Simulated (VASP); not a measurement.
# NaH (Fm-3m) in VASP: a series of runs

Runs on NaH. Level: PBE. Tasks: single point.

Everything below comes from runs of VASP 6.6.1. Logs are shortened: lines on timing, memory, paths and dates and some standing lists are left out, and cuts for length are marked.

## (1) The cell of the first run

The structure is cubic, space group Fm-3m (No. 225). The conventional cell has a = 4.880 Å, b = 4.880 Å, c = 4.880 Å, α = 90.00°, β = 90.00°, γ = 90.00°. Na (site symmetry m-3m) has 6 H at 2.44 Å within 3.2 Å. H (site symmetry m-3m) has 6 Na at 2.44 Å within 3.2 Å.

## (2) Single point, PBE

Input file INCAR:

```
SYSTEM = NaH
PREC = Accurate ; ENCUT = 520
EDIFF = 1E-7 ; ISMEAR = -1
SIGMA = 0.02 ; LREAL = .False.
LASPH = .True. ; NELM = 100
ALGO = Normal ; ISIF = 2
LWAVE = .False. ; LCHARG = .False.
GGA = PE ; NBANDS = 11
```

Input file KPOINTS:

```
regular mesh
0
Gamma
  13 13 13
  0 0 0
```

Input file POSCAR:

```
NaH
1.0
    0.0000000000      2.4400000000      2.4400000000
    2.4400000000      0.0000000000      2.4400000000
    2.4400000000      2.4400000000      0.0000000000
Na H
1 1
Direct
    0.0000000000      0.0000000000      0.0000000000
    0.5000000000      0.5000000000      0.5000000000
```

Potentials or basis: VASP PAW PBE potentials, release 64 (Na_pv, H).

Command:

```
> cat potpaw_PBE.64/Na_pv/POTCAR potpaw_PBE.64/H/POTCAR > POTCAR
> mpirun -np 1 vasp_std > vasp.out
```

OUTCAR:

```text
SYSTEM = NaH
   PREC = Accurate
   ENCUT = 520
   EDIFF = 1E-7
   ISMEAR = -1
   LREAL = .False.
   LASPH = .True.
   NELM = 100
   ISIF = 2
   GGA = PE

 ion  position               nearest neighbor table
   1  0.000  0.000  0.000-
   2  0.500  0.500  0.500-

  LATTYP: Found a face centered cubic cell.
 ALAT       =     4.8800000000

  Lattice vectors:

 A1 = (   0.0000000000,   2.4400000000,   2.4400000000)
 A2 = (   2.4400000000,   0.0000000000,   2.4400000000)
 A3 = (   2.4400000000,   2.4400000000,   0.0000000000)

Analysis of symmetry for initial positions (statically):
=====================================================================
 Subroutine PRICEL returns:
 Original cell was already a primitive cell.

 Routine SETGRP: Setting up the symmetry group for a
 face centered cubic supercell.

 Subroutine GETGRP returns: Found 48 space group operations
 (whereof 48 operations were pure point group operations)
 out of a pool of 48 trial point group operations.

The static configuration has the point symmetry O_h .

Analysis of symmetry for dynamics (positions and initial velocities):
=====================================================================
 Subroutine PRICEL returns:
 Original cell was already a primitive cell.

 Routine SETGRP: Setting up the symmetry group for a
 face centered cubic supercell.

 Subroutine GETGRP returns: Found 48 space group operations
 (whereof 48 operations were pure point group operations)
 out of a pool of 48 trial point group operations.

The dynamic configuration has the point symmetry O_h .

 Subroutine INISYM returns: Found 48 space group operations
 (whereof 48 operations are pure point group operations),
 and found     1 'primitive' translations

----------------------------------------------------------------------------------------

                                     Primitive cell

  volume of cell :      29.0536

  direct lattice vectors                    reciprocal lattice vectors
     0.000000000  2.440000000  2.440000000    -0.204918033  0.204918033  0.204918033
     2.440000000  0.000000000  2.440000000     0.204918033 -0.204918033  0.204918033
     2.440000000  2.440000000  0.000000000     0.204918033  0.204918033 -0.204918033

  length of vectors
[... 81 lines left out ...]
   NELM   =    100;   NELMIN=  2; NELMDL= -5     # of ELM steps
   EDIFF  = 0.1E-06   stopping-criterion for ELM
   LREAL  =      F    real-space projection
   EDIFFG = 0.1E-05   stopping-criterion for IOM
   NSW    =      0    number of steps for IOM
   IBRION =     -1    ionic relax: 0-MD 1-quasi-New 2-CG
   NFREE  =      0    steps in history (QN), initial steepest desc. (CG)
   ISIF   =      2    stress and relaxation
   ISYM   =      2    0-nonsym 1-usesym 2-fastsym
   POTIM  = 0.5000    time-step for ionic-motion
   TEBEG  =    0.0;   TEEND  =   0.0 temperature during run
   PSTRESS=    0.0 pullay stress
   NELECT =       8.0000    total number of electrons
   NUPDOWN=      -1.0000    fix difference up-down
   EMIN   =  10.00;   EMAX   =-10.00  energy-range for DOS
   EFERMI =   0.00;   METHOD = LEGACY
   ISMEAR =    -1;   SIGMA  =   0.02  broadening in eV -4-tet -1-fermi 0-gaus
   EFERMI_NEDOS =   21; number of points for ismear=-14 and -15
   IALGO  =     38    algorithm
   IMIX   =      4    mixing-type and parameters
     AMIX     =   0.40;   BMIX     =  1.00
     AMIX_MAG =   1.60;   BMIX_MAG =  1.00
  volume/ion in A,a.u.               =      14.53        98.03
  Fermi-wavevector in a.u.,A,eV,Ry     =   1.065054  2.012660 15.433636  1.134340
  Thomas-Fermi vector in A             =   2.200593
   LORBIT       =      0    0 simple, 1 ext, 2 COOP (PROOUT), +10 PAW based schemes
   GGA     = PE    functional components
   LHFCALC =     F    Hartree Fock is set to
   AEXX    =    0.0000 exact exchange contribution
   IVDW    =     0    specifies the selected vdW correction
   LEPSILON=     F    determine dielectric tensor
   LRPA    =     F    only Hartree local field effects (RPA)
 non-spin polarized calculation
  energy-cutoff  :      520.00
  volume of cell :       29.05
 maximum number of plane-waves:       801
 NGX is ok and might be reduce to    28
   NGX = 13   NGY = 13   NGZ = 13

 number of electron       8.0000008 magnetization

 Free energy of the ion-electron system (eV)
  ---------------------------------------------------
  ext. energy  EPLUGINS =         0.00000000
  ---------------------------------------------------
  free energy    TOTEN  =        -5.08604650 eV

  energy without entropy =       -5.08604650  energy(sigma->0) =       -5.08604650

 E-fermi :  -0.7067     XC(G=0):  -7.6722

 val. band max:       -1.2423373493   @ k =  -0.3077   0.4615   0.1538
 cond. band min:       2.6199563504   @ k =  -0.4615   0.0769   0.0000
 fundamental gap:      3.8622936997
 Fermi energy:        -0.7066603773

 k-point     1 :       0.0000    0.0000    0.0000
  band No.  band energies     occupation
      1     -23.3597      2.00000
      2     -23.3596      2.00000
      3     -23.3596      2.00000
      4      -4.7405      2.00000
      5       8.9585      0.00000
      6      14.1803      0.00000
      7      14.1803      0.00000
      8      14.1803      0.00000
      9      14.9678      0.00000
     10      14.9678      0.00000
     11      14.9678      0.00000
[... 309 lines left out ...]
 k-point    24 :       0.4615    0.1538    0.0000
  band No.  band energies     occupation
      1     -23.4326      2.00000
      2     -23.3787      2.00000
      3     -23.3742      2.00000
      4      -2.1845      2.00000
      5       3.4270      0.00000
      6       7.7374      0.00000
      7      10.8695      0.00000
      8      12.2070      0.00000
      9      15.0906      0.00000
     10      16.9649      0.00000
     11      18.5101      0.00000

 [... further k-points ...]
[... 5 lines left out ...]
  --------------------------------------------------------------------------------------
  -------------------------------------------------------------------------------------
  Total       -0.1248624     -0.1248624     -0.1248624      0.0000000     -0.0000000      0.0000000
  in kB       -6.8856176     -6.8856176     -6.8856176      0.0000000     -0.0000000      0.0000000
  external PRESSURE =      -6.8856176 kB  Pullay stress =       0.0000000 kB

 VOLUME and BASIS-vectors are now :
 -----------------------------------------------------------------------------
  energy-cutoff  :      520.00
  volume of cell :       29.05
      direct lattice vectors                 reciprocal lattice vectors
     0.000000000  2.440000000  2.440000000    -0.204918033  0.204918033  0.204918033
     2.440000000  0.000000000  2.440000000     0.204918033 -0.204918033  0.204918033
     2.440000000  2.440000000  0.000000000     0.204918033  0.204918033 -0.204918033

 POSITION                                       TOTAL-FORCE (eV/Angst)
 -----------------------------------------------------------------------------------
      0.00000      0.00000      0.00000         0.000000     -0.000000     -0.000000
      2.44000      2.44000      2.44000        -0.000000      0.000000      0.000000
 -----------------------------------------------------------------------------------
    total drift:                               -0.000000     -0.000000     -0.000000

  FREE ENERGIE OF THE ION-ELECTRON SYSTEM (eV)
  ---------------------------------------------------
  free  energy   TOTEN  =        -5.0860465021 eV

  energy  without entropy=       -5.0860465021  energy(sigma->0) =       -5.08604650
```

OSZICAR:

```text
N       E                     dE             d eps       ncg     rms          rms(c)
DAV:   1     0.357884749590E+02    0.35788E+02   -0.45001E+03  1860   0.720E+02
DAV:   2    -0.419956231324E+01   -0.39988E+02   -0.39419E+02  1923   0.189E+02
DAV:   3    -0.550244746896E+01   -0.13029E+01   -0.13012E+01  2246   0.324E+01
DAV:   4    -0.551119994080E+01   -0.87525E-02   -0.87518E-02  2145   0.272E+00
DAV:   5    -0.551127686870E+01   -0.76928E-04   -0.76927E-04  2114   0.264E-01    0.317E+00
DAV:   6    -0.517163939466E+01    0.33964E+00   -0.33957E-01  2122   0.272E+00    0.146E+00
DAV:   7    -0.508118527262E+01    0.90454E-01   -0.32573E-01  2076   0.210E+00    0.355E-01
DAV:   8    -0.508614347235E+01   -0.49582E-02   -0.10381E-02  2030   0.942E-01    0.693E-02
DAV:   9    -0.508605694364E+01    0.86529E-04   -0.12053E-03  2211   0.358E-01    0.228E-02
DAV:  10    -0.508604329934E+01    0.13644E-04   -0.64882E-05  2072   0.503E-02    0.449E-03
DAV:  11    -0.508604674891E+01   -0.34496E-05   -0.63867E-06  2109   0.112E-02    0.314E-03
DAV:  12    -0.508604649228E+01    0.25664E-06   -0.23367E-07  2154   0.328E-03    0.280E-04
DAV:  13    -0.508604650208E+01   -0.98012E-08   -0.54673E-09  1194   0.565E-04
   1 F= -.50860465E+01 E0= -.50860465E+01  d E =-.553331E-13
```

It took 21 s on 1 thread of Intel Xeon 6975P-C (Granite Rapids), shared host; peak memory 0.16 GiB.

Results:

* Free energy: -5.0860 eV
* Pressure: -0.7 GPa
* Band gap on the k mesh: 3.86 eV, indirect (least direct gap 4.62 eV)

A k mesh can miss the band edges. As with any semilocal functional, this PBE gap is likely too small.

## (3) Single point, PBE (volume scaled by 0.9405)

Input file INCAR:

```
ALGO = Normal
EDIFF = 1E-7
ENCUT = 520
GGA = PE
ISIF = 2
ISMEAR = -1
LASPH = T
LCHARG = F
LREAL = F
LWAVE = F
NBANDS = 11
NELM = 60
PREC = Accurate
SIGMA = 0.02
```

Input file KPOINTS:

```
k-points
0
Gamma
  9 9 9
```

Input file POSCAR:

```
NaH
1.0
    0.0000000000      2.3906138227      2.3906138227
    2.3906138227      0.0000000000      2.3906138227
    2.3906138227      2.3906138227      0.0000000000
Na H
1 1
Direct
    0.0000000000      0.0000000000      0.0000000000
    0.5000000000      0.5000000000      0.5000000000
```

Potentials or basis: VASP PAW PBE potentials, release 64 (Na_pv, H).

Command:

```
> cat potpaw_PBE.64/Na_pv/POTCAR potpaw_PBE.64/H/POTCAR > POTCAR
> mpirun -np 1 vasp_std > vasp.out
```

OUTCAR:

```text
EDIFF = 1E-7
   ENCUT = 520
   GGA = PE
   ISIF = 2
   ISMEAR = -1
   LASPH = T
   LREAL = F
   NELM = 60
   PREC = Accurate

 ion  position               nearest neighbor table
   1  0.000  0.000  0.000-
   2  0.500  0.500  0.500-

  LATTYP: Found a face centered cubic cell.
 ALAT       =     4.7812276454

  Lattice vectors:

 A1 = (   0.0000000000,   2.3906138227,   2.3906138227)
[... 509 lines left out ...]
      2     -23.0910      2.00000
      3     -23.0910      2.00000
      4      -1.3803      2.00000
      5       3.9115      0.00000
      6       9.2227      0.00000
      7       9.9262      0.00000
      8       9.9262      0.00000
      9      11.2520      0.00000
     10      22.7965      0.00000
     11      24.5870      0.00000

 [... further k-points ...]
[... 5 lines left out ...]
  --------------------------------------------------------------------------------------
  -------------------------------------------------------------------------------------
  Total        0.1275583      0.1275583      0.1275583      0.0000000      0.0000000      0.0000000
  in kB        7.4793003      7.4793003      7.4793003      0.0000000      0.0000000      0.0000000
  external PRESSURE =       7.4793003 kB  Pullay stress =       0.0000000 kB

 VOLUME and BASIS-vectors are now :
 -----------------------------------------------------------------------------
  energy-cutoff  :      520.00
  volume of cell :       27.32
      direct lattice vectors                 reciprocal lattice vectors
     0.000000000  2.390613823  2.390613823    -0.209151305  0.209151305  0.209151305
     2.390613823  0.000000000  2.390613823     0.209151305 -0.209151305  0.209151305
     2.390613823  2.390613823  0.000000000     0.209151305  0.209151305 -0.209151305

 POSITION                                       TOTAL-FORCE (eV/Angst)
 -----------------------------------------------------------------------------------
      0.00000      0.00000      0.00000         0.000000      0.000000     -0.000000
      2.39061      2.39061      2.39061        -0.000000     -0.000000      0.000000
 -----------------------------------------------------------------------------------
    total drift:                               -0.000000     -0.000000     -0.000000

  FREE ENERGIE OF THE ION-ELECTRON SYSTEM (eV)
  ---------------------------------------------------
  free  energy   TOTEN  =        -5.0852959721 eV

  energy  without entropy=       -5.0852959721  energy(sigma->0) =       -5.08529597
```

OSZICAR:

```text
N       E                     dE             d eps       ncg     rms          rms(c)
DAV:   1     0.376565993416E+02    0.37657E+02   -0.45306E+03   773   0.758E+02
DAV:   2    -0.426642054102E+01   -0.41923E+02   -0.40537E+02   809   0.193E+02
DAV:   3    -0.550787373218E+01   -0.12415E+01   -0.12401E+01   952   0.316E+01
DAV:   4    -0.551559098716E+01   -0.77173E-02   -0.77165E-02   897   0.248E+00
DAV:   5    -0.551565889732E+01   -0.67910E-04   -0.67908E-04   908   0.241E-01    0.321E+00
DAV:   6    -0.517520173207E+01    0.34046E+00   -0.32100E-01   904   0.283E+00    0.150E+00
DAV:   7    -0.508084173535E+01    0.94360E-01   -0.32173E-01   863   0.219E+00    0.348E-01
DAV:   8    -0.508534951791E+01   -0.45078E-02   -0.98807E-03   839   0.974E-01    0.676E-02
DAV:   9    -0.508530943921E+01    0.40079E-04   -0.11133E-03   919   0.359E-01    0.232E-02
DAV:  10    -0.508529331232E+01    0.16127E-04   -0.61244E-05   864   0.499E-02    0.422E-03
DAV:  11    -0.508529619872E+01   -0.28864E-05   -0.55297E-06   895   0.108E-02    0.314E-03
DAV:  12    -0.508529596121E+01    0.23751E-06   -0.22846E-07   866   0.313E-03    0.259E-04
DAV:  13    -0.508529597210E+01   -0.10894E-07   -0.61872E-09   484   0.587E-04
   1 F= -.50852960E+01 E0= -.50852960E+01  d E =-.191832E-13
```

stdout:

```text
POSCAR found type information on POSCAR NaH
 POSCAR found :  2 types and       2 ions
 scaLAPACK will be used
 LDA part: xc-table for (Slater+PW92), standard interpolation
 POSCAR, INCAR and KPOINTS ok, starting setup
 FFT: planning ... GRIDC
 FFT: planning ... GRID_SOFT
 FFT: planning ... GRID
 WAVECAR not read
 entering main loop
```

Wall time 8.1 s (1 thread of Intel Xeon Platinum 8488C (Sapphire Rapids), shared host); peak memory 0.14 GiB.

What came out:

- Free energy: -5.0853 eV
- Pressure: 0.7 GPa
- Band gap on the k mesh: 4.13 eV, indirect (least direct gap 4.84 eV)

 A k mesh can miss the band edges.
